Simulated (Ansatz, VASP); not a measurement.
# Two plane-wave programs on GaN

```xyz
6
Lattice="2.7727 0.0000 0.0000 -1.3863 2.4012 0.0000 0.0000 0.0000 7.1233" Properties=species:S:1:pos:R:3 pbc="T T T"
Ga    0.0000    1.6008    5.8019
Ga    0.0000    0.0000    3.5616
Ga    1.3863    0.8004    1.3214
N     0.0000    0.0000    0.0000
N     1.3863    0.8004    4.6712
N     0.0000    1.6008    2.4521
```

Alike in both runs: task single point; functional PBE; k mesh 6 × 6 × 4; occupations gaussian, width 0.1 eV; no spin polarisation.

```csv
,VASP,Ansatz
version,VASP 6.6.1,Ansatz 0.2.0
potentials or method,"VASP PAW PBE potentials, release 64 (Ga_d, N), cutoff 520 eV","scalar-relativistic, plane waves, PAW"
valence electrons in the cell,54,54
```

|  | VASP | Ansatz | Ansatz less VASP |
| --- | --- | --- | --- |
| gap on the k mesh at the Fermi level (eV) | 0.41 | 0.45 | +0.038 |
| least direct gap on the mesh (eV) | 1.77 | 1.80 | +0.034 |
| rms of the force components (eV/Å) | 1.631 | 1.618 | -0.0123 |

Atom by atom the forces differ by 0.013 eV/Å (rms over components). With one functional, cell and mesh, what is left measures potentials, basis and numerics.

The k mesh is coarse, so the values compare programs but aren't converged.
